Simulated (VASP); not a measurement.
Set up this calculation in VASP 6.6.1, as the native input.

```yaml
Task: single point
Functional: PBE
Potentials_or_basis: VASP PAW PBE potentials, release 64 (Mg, S)
Cutoff: 520 eV
k_mesh: 8 × 8 × 8
Occupations: fermi-dirac, width 0.02 eV
Spin: no spin polarisation
Dipole_correction: no
Further_INCAR_settings: ALGO = Normal; EDIFF = 1e-06; NBANDS = 11
```

The structure of MgS lies in POSCAR:

```
MgS
1.0
    0.0638362727      2.8308768389      2.8308768389
    2.8308768389      0.0638362727      2.8308768389
    2.8947131117      2.8947131117      0.0000000001
Mg S
1 1
Direct
    0.0042168796      0.0042168796     -0.0042168796
    0.2457831204      0.2457831204      0.2542168796
```

This cell differs from its parent crystal: shear xy strain +4.5%.

One way to write it, as run:

INCAR

```
SYSTEM = MgS
PREC     = Accurate       ! precision mode
ENCUT    = 520            ! plane-wave cutoff, eV
EDIFF    = 1E-6           ! SCF threshold, eV
ISMEAR   = -1             ! smearing method
SIGMA    = 0.02           ! smearing width, eV
LREAL    = .False.        ! projectors in reciprocal space
LASPH    = .True.         ! aspherical terms in the spheres
NELM     = 60             ! most SCF steps
ALGO     = Normal         ! electronic algorithm
ISIF     = 2              ! what is computed and relaxed
LWAVE    = .False.        ! write WAVECAR
LCHARG   = .False.        ! write CHGCAR
GGA      = PE             ! functional
NBANDS   = 11             ! bands
```

KPOINTS

```
Automatic mesh
0
Gamma
  8 8 8
  0 0 0
```

Potentials or basis: VASP PAW PBE potentials, release 64 (Mg, S).

Command:

```sh
$ cat potpaw_PBE.64/Mg/POTCAR potpaw_PBE.64/S/POTCAR > POTCAR
$ mpirun -np 1 vasp_std > vasp.out
```

It gave:

The pressure is 0.9 GPa and the largest force is 0.007 eV/Å. The band gap on the k mesh is 3.30 eV.

Caveat: the cell differs from its parent crystal (shear xy strain +4.5%).

It took 22 s on 1 thread of AMD EPYC 9R45 96-Core Processor (Zen 5) (shared host), peak memory 0.17 GiB.
